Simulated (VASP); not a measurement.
# Sr6Te (Pm-3m) in VASP: a series of runs, part 2 of 2

VASP 6.6.1. Earlier steps stand in the parts before.

### Step 5. Single point, PBE

This run uses another cell than the first one, of 28.69 Å³/atom.

Contents of INCAR:

```
PREC     = Accurate       # precision mode
ENCUT    = 520            # plane-wave cutoff, eV
EDIFF    = 1E-6           # SCF threshold, eV
ISMEAR   = 0              # smearing method
SIGMA    = 0.1            # smearing width, eV
LREAL    = F              # projectors in reciprocal space
LASPH    = T              # aspherical terms in the spheres
NELM     = 100            # most SCF steps
ALGO     = Normal         # electronic algorithm
ISIF     = 2              # what is computed and relaxed
LWAVE    = F              # write WAVECAR
LCHARG   = F              # write CHGCAR
GGA      = PE             # functional
NBANDS   = 42             # bands
```

Contents of KPOINTS:

```
regular mesh
0
Gamma
  4 4 4
```

Contents of POSCAR:

```
Sr6Te
1.0
    5.8563213200      0.0000000000      0.0000000000
    0.0000000000      5.8563213200      0.0000000000
    0.0000000000      0.0000000000      5.8563213200
Sr Te
6 1
Direct
    0.8001218400      0.5000000000      0.5000000000
    0.1998781600      0.5000000000      0.5000000000
    0.5000000000      0.5000000000      0.8001218400
    0.5000000000      0.5000000000      0.1998781600
    0.5000000000      0.1998781600      0.5000000000
    0.5000000000      0.8001218400      0.5000000000
    0.0000000000      0.0000000000      0.0000000000
```

Potentials or basis: VASP PAW PBE potentials, release 64 (Sr_sv, Te).

Run with:

```console
cat potpaw_PBE.64/Sr_sv/POTCAR potpaw_PBE.64/Te/POTCAR > POTCAR
mpirun -np 1 vasp_std > vasp.out
```

OUTCAR:

```text
PREC = Accurate
   ENCUT = 520
   EDIFF = 1E-6
   ISMEAR = 0
   LREAL = F
   LASPH = T
   NELM = 100
   ISIF = 2
   GGA = PE

 ion  position               nearest neighbor table
   1  0.800  0.500  0.500-   2 2.34   3 2.49   4 2.49   5 2.49   6 2.49   2 3.52   7 4.30   7 4.30
                             7 4.30   7 4.30   5 4.46   4 4.46   3 4.46   3 4.46   6 4.46   4 4.46
   2  0.200  0.500  0.500-   1 2.34   3 2.49   4 2.49   5 2.49   6 2.49   1 3.52   7 4.30   7 4.30
                             7 4.30   7 4.30   5 4.46   6 4.46   4 4.46   3 4.46   3 4.46   4 4.46
   3  0.500  0.500  0.800-   4 2.34   2 2.49   1 2.49   5 2.49   6 2.49   4 3.52   7 4.30   7 4.30
                             7 4.30   7 4.30   5 4.46   6 4.46   2 4.46   6 4.46   5 4.46   1 4.46
   4  0.500  0.500  0.200-   3 2.34   2 2.49   1 2.49   5 2.49   6 2.49   3 3.52   7 4.30   7 4.30
                             7 4.30   7 4.30   2 4.46   5 4.46   6 4.46   6 4.46   5 4.46   1 4.46
   5  0.500  0.200  0.500-   6 2.34   2 2.49   3 2.49   4 2.49   1 2.49   6 3.52   7 4.30   7 4.30
                             7 4.30   7 4.30   2 4.46   1 4.46   2 4.46   3 4.46   4 4.46   1 4.46
   6  0.500  0.800  0.500-   5 2.34   2 2.49   3 2.49   4 2.49   1 2.49   5 3.52   7 4.30   7 4.30
                             7 4.30   7 4.30   4 4.46   4 4.46   3 4.46   2 4.46   1 4.46   1 4.46
   7  0.000  0.000  0.000-   1 4.30   2 4.30   3 4.30   4 4.30   5 4.30   6 4.30   1 4.30   2 4.30
                             5 4.30   6 4.30   1 4.30   2 4.30   3 4.30   4 4.30   1 4.30   2 4.30

 -----------------------------------------------------------------------------
|                                                                             |
|           W    W    AA    RRRRR   N    N  II  N    N   GGGG   !!!           |
|           W    W   A  A   R    R  NN   N  II  NN   N  G    G  !!!           |
|           W    W  A    A  R    R  N N  N  II  N N  N  G       !!!           |
|           W WW W  AAAAAA  RRRRR   N  N N  II  N  N N  G  GGG   !            |
|           WW  WW  A    A  R   R   N   NN  II  N   NN  G    G                |
|           W    W  A    A  R    R  N    N  II  N    N   GGGG   !!!           |
|                                                                             |
|     The distance between some ions is very small. Please check the          |
|     nearest-neighbor list in the OUTCAR file.                               |
|     I HOPE YOU KNOW WHAT YOU ARE DOING!                                     |
|                                                                             |
 -----------------------------------------------------------------------------

  LATTYP: Found a simple cubic cell.
 ALAT       =     5.8563213200

  Lattice vectors:

 A1 = (   5.8563213200,   0.0000000000,   0.0000000000)
 A2 = (   0.0000000000,   5.8563213200,   0.0000000000)
 A3 = (   0.0000000000,   0.0000000000,   5.8563213200)

Analysis of symmetry for initial positions (statically):
=====================================================================
 Subroutine PRICEL returns:
 Original cell was already a primitive cell.

 Routine SETGRP: Setting up the symmetry group for a
 simple cubic supercell.

 Subroutine GETGRP returns: Found 48 space group operations
 (whereof 48 operations were pure point group operations)
 out of a pool of 48 trial point group operations.

The static configuration has the point symmetry O_h .

Analysis of symmetry for dynamics (positions and initial velocities):
=====================================================================
 Subroutine PRICEL returns:
 Original cell was already a primitive cell.

 Routine SETGRP: Setting up the symmetry group for a
 simple cubic supercell.

 Subroutine GETGRP returns: Found 48 space group operations
 (whereof 48 operations were pure point group operations)
 out of a pool of 48 trial point group operations.
[... 86 lines left out ...]
 SYSTEM =  unknown system
   PREC   = accura    normal or accurate (medium, high low for compatibility)
   ISTART =      0    job   : 0-new  1-cont  2-samecut
   ICHARG =      2    charge: 1-file 2-atom 10-const
   ISPIN  =      1    spin polarized calculation?
   LNONCOLLINEAR =      F non collinear calculations
   LSORBIT =      F    spin-orbit coupling
   LASPH  =      T    aspherical Exc in radial PAW
   ENCUT  =  520.0 eV  38.22 Ry    6.18 a.u.  10.89 10.89 10.89*2*pi/ulx,y,z
   NELM   =    100;   NELMIN=  2; NELMDL= -5     # of ELM steps
   EDIFF  = 0.1E-05   stopping-criterion for ELM
   LREAL  =      F    real-space projection
   EDIFFG = 0.1E-04   stopping-criterion for IOM
   NSW    =      0    number of steps for IOM
   IBRION =     -1    ionic relax: 0-MD 1-quasi-New 2-CG
   NFREE  =      0    steps in history (QN), initial steepest desc. (CG)
   ISIF   =      2    stress and relaxation
   ISYM   =      2    0-nonsym 1-usesym 2-fastsym
   POTIM  = 0.5000    time-step for ionic-motion
   TEBEG  =    0.0;   TEEND  =   0.0 temperature during run
   PSTRESS=    0.0 pullay stress
   NELECT =      66.0000    total number of electrons
   NUPDOWN=      -1.0000    fix difference up-down
   EMIN   =  10.00;   EMAX   =-10.00  energy-range for DOS
   EFERMI =   0.00;   METHOD = LEGACY
   ISMEAR =     0;   SIGMA  =   0.10  broadening in eV -4-tet -1-fermi 0-gaus
   EFERMI_NEDOS =   21; number of points for ismear=-14 and -15
   IALGO  =     38    algorithm
   IMIX   =      4    mixing-type and parameters
     AMIX     =   0.40;   BMIX     =  1.00
     AMIX_MAG =   1.60;   BMIX_MAG =  1.00
  volume/ion in A,a.u.               =      28.69       193.63
  Fermi-wavevector in a.u.,A,eV,Ry     =   1.129704  2.134831 17.364172  1.276231
  Thomas-Fermi vector in A             =   2.266398
   LORBIT       =      0    0 simple, 1 ext, 2 COOP (PROOUT), +10 PAW based schemes
   GGA     = PE    functional components
   LHFCALC =     F    Hartree Fock is set to
   AEXX    =    0.0000 exact exchange contribution
   IVDW    =     0    specifies the selected vdW correction
   LEPSILON=     F    determine dielectric tensor
   LRPA    =     F    only Hartree local field effects (RPA)
 non-spin polarized calculation
 Gauss-broadening in eV      SIGMA  =   0.10
  energy-cutoff  :      520.00
  volume of cell :      200.85
 maximum number of plane-waves:      5452
 NGX is ok and might be reduce to    48
   NGX = 21   NGY = 21   NGZ = 21

 number of electron      65.9999999 magnetization

 Free energy of the ion-electron system (eV)
  ---------------------------------------------------
  ext. energy  EPLUGINS =         0.00000000
  ---------------------------------------------------
  free energy    TOTEN  =        15.76505269 eV

  energy without entropy =       15.79942167  energy(sigma->0) =       15.78223718

 E-fermi :   4.4542     XC(G=0):  -9.2326

 val. band max:        4.3420882333   @ k =   0.2500   0.2500   0.0000
 cond. band min:       4.4609186832   @ k =   0.5000   0.2500   0.0000
 fundamental gap:      0.1188304499
 Fermi energy:         4.4542030450

 k-point     1 :       0.0000    0.0000    0.0000
  band No.  band energies     occupation
      1     -34.2223      2.00000
      2     -32.1242      2.00000
      3     -32.1242      2.00000
      4     -31.8329      2.00000
      5     -31.8329      2.00000
      6     -31.8329      2.00000
[... 439 lines left out ...]
     41       6.8490      0.00000
     42       6.8493      0.00000

------------------------ aborting loop because EDIFF is reached ----------------------------------------

  FORCE on cell =-STRESS in cart. coord.  units (eV):
  Direction    XX          YY          ZZ          XY          YZ          ZX
  --------------------------------------------------------------------------------------
  -------------------------------------------------------------------------------------
  Total       42.6552925     42.6552925     42.6552925      0.0000000      0.0000000     -0.0000000
  in kB      340.2583683    340.2583683    340.2583683      0.0000000      0.0000000     -0.0000000
  external PRESSURE =     340.2583683 kB  Pullay stress =       0.0000000 kB

 VOLUME and BASIS-vectors are now :
 -----------------------------------------------------------------------------
  energy-cutoff  :      520.00
  volume of cell :      200.85
      direct lattice vectors                 reciprocal lattice vectors
     5.856321320  0.000000000  0.000000000     0.170755658  0.000000000  0.000000000
     0.000000000  5.856321320  0.000000000     0.000000000  0.170755658  0.000000000
     0.000000000  0.000000000  5.856321320     0.000000000  0.000000000  0.170755658

 POSITION                                       TOTAL-FORCE (eV/Angst)
 -----------------------------------------------------------------------------------
      4.68577      2.92816      2.92816         3.077929      0.000000     -0.000000
      1.17055      2.92816      2.92816        -3.077929     -0.000000      0.000000
      2.92816      2.92816      4.68577        -0.000000      0.000000      3.077929
      2.92816      2.92816      1.17055        -0.000000     -0.000000     -3.077929
      2.92816      1.17055      2.92816        -0.000000     -3.077929      0.000000
      2.92816      4.68577      2.92816        -0.000000      3.077929     -0.000000
      0.00000      0.00000      0.00000        -0.000000      0.000000      0.000000
 -----------------------------------------------------------------------------------
    total drift:                               -0.000000     -0.000000     -0.000000

  FREE ENERGIE OF THE ION-ELECTRON SYSTEM (eV)
  ---------------------------------------------------
  free  energy   TOTEN  =        15.7650526888 eV

  energy  without entropy=       15.7994216733  energy(sigma->0) =       15.78223718
```

It took 55 s on 1 thread of Intel Xeon 6975P-C (Granite Rapids), shared host; peak memory 0.34 GiB.

Results:

* Free energy: 15.7651 eV
* Pressure: 34.0 GPa
* Largest force: 3.078 eV/Å

Forces on the atoms (eV/Å):
```
Sr   3.078  0.000  0.000
Sr  -3.078  0.000  0.000
Sr   0.000  0.000  3.078
Sr   0.000  0.000 -3.078
Sr   0.000 -3.078  0.000
Sr   0.000  3.078  0.000
Te   0.000  0.000  0.000
```

Levels at points of the mesh, in eV from the Fermi level:
| k point | band 29 | band 30 | band 31 | band 32 | band 33 | band 34 | band 35 | band 36 | band 37 | band 38 |
| --- | --- | --- | --- | --- | --- | --- | --- | --- | --- | --- |
| (0.00, 0.00, 0.00) | -2.21 | -1.12 | -1.10 | -1.04 | -1.04 | 0.81 | 0.81 | 0.81 | 0.87 | 0.87 |
| (0.50, 0.00, 0.00) | -2.06 | -1.62 | -0.92 | -0.35 | -0.35 | 0.16 | 0.40 | 0.51 | 0.79 | 0.86 |
| (0.50, 0.50, 0.00) | -2.21 | -1.98 | -0.30 | -0.30 | -0.29 | 0.47 | 0.47 | 0.72 | 0.84 | 1.00 |
| (0.50, 0.50, 0.50) | -2.11 | -1.03 | -1.03 | -1.03 | -0.90 | 0.29 | 0.29 | 0.29 | 1.93 | 1.93 |

Caveat: the cell stands under pressure; spin-orbit coupling is left out, which moves the levels of the heavy elements; forces of over 1 eV/Å act on the atoms, so gaps and moduli don't describe the material at rest.

### Step 6. Overview

| task | cell | cutoff (eV) | gap on the mesh (eV) | pressure (GPa) | largest force (eV/Å) |
| --- | --- | --- | --- | --- | --- |
| single point | a = 10.098 Å, 7 atoms, atomic positions A | 520 | none | 0.0 | - |
| single point | a = 10.092 Å, 7 atoms, atomic positions A | 520 | none | 0.0 | 0.02 |
| relaxation of cell and atoms | relaxed from a = 5.856 Å, 7 atoms, atomic positions B | 600 | none | 0.0 | 0.01 |
| single point | a = 5.856 Å, 7 atoms, atomic positions B | 520 | - | 34.0 | 3.08 |

Alike in all rows: level PBE; potentials or basis VASP PAW PBE potentials, release 64 (Sr_sv, Te); no spin polarisation; k mesh 4 × 4 × 4; smearing gaussian 0.1 eV.

Caveats: spin-orbit coupling is left out, which moves the levels of the heavy elements; semilocal functionals underestimate gaps, so a narrow gap can read as zero (at least some runs); the volume moved by over 15 % at a fixed basis, so the end points are rough (at least some runs); the cell stands under pressure (at least some runs); forces of over 1 eV/Å act on the atoms, so gaps and moduli don't describe the material at rest (at least some runs).

Absolute energies hang on the potentials; compare differences alone.
